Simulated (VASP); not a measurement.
Mg12B (a cell with a defect), 13 atoms in the cell. The cell holds a defect, 13 atoms: a = 6.407 Å, b = 9.610 Å, c = 5.202 Å, α = 90.00°, β = 90.00°, γ = 120.00°. 

| Quantity | Value |
| --- | --- |
| Program | VASP 6.6.1 |
| Task | single point |
| Functional | PBE |
| Potentials or basis | VASP PAW PBE potentials, release 64 (Mg, B) |
| Cutoff | 520 eV |
| k mesh | 2 × 2 × 2 |
| Occupations | fermi-dirac, width 0.1 eV |
| Spin | no spin polarisation |
| Dipole correction | no |
| Further INCAR settings | ALGO = Normal; EDIFF = 1e-06; NBANDS = 26 |

Potentials or basis: VASP PAW PBE potentials, release 64 (Mg, B).

Command:

```sh
$ cat potpaw_PBE.64/Mg/POTCAR potpaw_PBE.64/B/POTCAR > POTCAR
$ mpirun -np 1 vasp_std > vasp.out
```

Hardware: 1 thread of Intel(R) Xeon(R) Platinum 8488C (Sapphire Rapids) (shared host).

Problem. How long does it take, and how much memory?

Solution. It took 63 s on 1 thread of Intel(R) Xeon(R) Platinum 8488C (Sapphire Rapids), with other jobs on the host, peak memory 0.36 GiB. Counts: scf iterations 14, k points 8.
